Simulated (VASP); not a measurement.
Crystal: Co.

```xyz
2
Lattice="2.5074 0.0000 0.0000 -1.2537 2.1715 0.0000 0.0000 0.0000 4.0699" Properties=species:S:1:pos:R:3 pbc="T T T"
Co    0.0000    1.4476    1.0175
Co    1.2537    0.7238    3.0524
```

* Program: VASP 6.6.1
* Task: relaxation of cell and atoms
* Functional: LDA
* Potentials or basis: VASP PAW LDA potentials, release 64 (Co)
* Cutoff: 600 eV
* k mesh: 21 × 21 × 12
* Occupations: methfessel-paxton, width 0.1 eV
* Spin: collinear spin, ferromagnetic start
* Starting moments: [1.7, 1.7] μB

At the start: pressure -22.6 GPa; volume 11.08 Å³/atom.

How do energy, volume and symmetry change on relaxing?

Over 9 steps the energy falls by 87.1 meV/atom and the volume is 9.97 Å³/atom (-10.0 %); space group P6_3/mmc (No. 194, to 0.1 Å) before and after; moment 2.99 μB per cell.

Step by step:
```tsv
step	energy change (eV)	largest force (eV/Å)	pressure (GPa)	volume (Å³)
1	0.0000	0.0000	-22.63	22.16
2	0.1311	0.0000	41.41	17.51
3	-0.1732	0.0000	-1.61	20.06
4	-0.1738	0.0000	-0.07	19.95
5	-0.1738	0.0000	0.55	19.90
6	-0.1740	0.0000	-0.68	19.99
7	-0.1741	0.0000	-0.35	19.97
8	-0.1741	0.0000	0.16	19.93
9	-0.1741	0.0000	-0.01	19.94
```

Final structure:
```
Co
1.0
     2.42667    0.00000    0.00000
    -1.21334    2.10156    0.00000
     0.00000    0.00000    3.91043
Co
2
Cartesian
  0.0000 1.4010 0.9776
  1.2133 0.7005 2.9328
```
